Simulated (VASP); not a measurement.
Crystal: Te.

```xyz
4
Lattice="5.0055 0.0000 0.0000 0.0000 8.2983 0.0000 0.0000 0.0000 3.7323" Properties=species:S:1:pos:R:3 pbc="T T T"
Te    0.1026    2.0746    2.3692
Te    4.9029    6.2237    1.3630
Te    2.4001    6.2237    0.5031
Te    2.6054    2.0746    3.2292
```

| Quantity | Value |
| --- | --- |
| Program | VASP 6.6.1 |
| Task | relaxation of cell and atoms |
| Functional | PBE |
| Potentials or basis | VASP PAW PBE potentials, release 64 (Te) |
| Cutoff | 600 eV |
| k mesh | 4 × 2 × 6 |
| Occupations | gaussian, width 0.1 eV |
| Spin | no spin polarisation |

At the start: pressure 6.5 GPa; volume 38.76 Å³/atom.

Q: Where does the relaxation end?

A: Over 64 steps the energy falls by 376.3 meV/atom and the volume is 31.81 Å³/atom (-17.9 %); space group Cmmm (No. 65, to 0.05 Å).

The path:
```tsv
step	energy change (eV)	largest force (eV/Å)	pressure (GPa)	volume (Å³)
1	0.0000	1.0959	6.51	155.03
3	-0.6910	0.2769	-1.66	168.97
5	-0.6949	0.3307	-1.23	167.86
7	-1.0433	0.0649	-0.05	144.79
9	-1.0519	0.0444	0.43	142.01
11	-1.0574	0.0370	-0.16	142.59
13	-1.0586	0.0349	-0.06	141.79
15	-1.0626	0.0389	0.59	137.46
17	-1.0638	0.0453	0.76	136.41
19	-1.0649	0.0487	1.00	135.06
21	-1.0650	0.0484	1.05	134.72
23	-1.0655	0.0462	1.08	134.44
25	-1.0663	0.0352	1.25	133.31
27	-1.0669	0.0364	1.20	133.59
29	-1.0718	0.0332	1.02	133.87
31	-1.0838	0.0906	0.34	135.00
33	-1.0895	0.1740	-0.43	136.41
35	-1.1114	0.2177	-0.27	135.50
37	-1.1172	0.2213	-0.14	134.97
39	-1.1614	0.1844	0.36	132.21
41	-1.1639	0.1620	0.74	130.67
43	-1.1826	0.1505	0.31	131.48
45	-1.2955	0.0337	-1.77	132.37
47	-1.2958	0.0230	-1.68	132.35
49	-1.3139	0.1511	-1.01	128.81
51	-1.3333	0.1527	-0.39	127.31
53	-1.3463	0.1604	0.39	125.63
55	-1.3720	0.2601	-0.03	128.62
57	-1.3839	0.2292	-0.23	129.69
59	-1.4052	0.1813	-0.57	131.42
61	-1.4654	0.0446	-2.01	132.45
63	-1.5047	0.0197	-0.26	127.75
64	-1.5051	0.0261	-0.08	127.26
```

Final structure:
```
Te
1.0
     6.10143    0.00000    0.00000
     0.00000    6.51167    0.00000
     0.00000    0.00000    3.20299
Te
4
Direct
  0.99846 0.25000 0.75330
  0.00154 0.75000 0.24670
  0.50154 0.75000 0.25330
  0.49846 0.25000 0.74670
```

Caveat: the k points lie up to 0.48 Å⁻¹ apart in the final cell; the volume moved by over 15 % at a fixed basis, so the end points are rough; this functional lacks dispersion, which binds the layers, so the pressure and a relaxed spacing across them are unreliable.
